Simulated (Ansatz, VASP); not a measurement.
**ZnS: VASP beside Ansatz**

```
Zn S
1.0
     3.70595    0.00000    0.00000
    -1.85297    3.20944    0.00000
     0.00000    0.00000    6.28579
Zn S
2 2
Direct
  0.33333 0.66667 0.00867
  0.66667 0.33333 0.50867
  0.33333 0.66667 0.37633
  0.66667 0.33333 0.87633
```

Change from the starting cell: film at in-plane strain -0.02.

Alike in both runs: task single point; functional PBEsol; k mesh 6 × 6 × 4; no spin polarisation.

|  | VASP | Ansatz |
| --- | --- | --- |
| version | VASP 6.6.1 | Ansatz 0.2.0 |
| potentials or method | VASP PAW PBE potentials, release 64 (Zn, S), cutoff 520 eV | all-electron LAPW, scalar-relativistic |
| occupations | gaussian, width 0.01 eV | fixed |

VASP gave:

* gap on the k mesh at the Fermi level (eV): 2.15
* pressure (GPa): 2.5
* traceless stress, the component that is largest in VASP (GPa): -2.25

**Question.** Which values does Ansatz return?

**Answer.** gap on the k mesh at the Fermi level (eV): 2.15; pressure (GPa): 2.3; traceless stress, the component that is largest in VASP (GPa): -2.25.

VASP's potentials were made for PBE, not for PBEsol. Ansatz ran all-electron here, and VASP with PAW potentials.
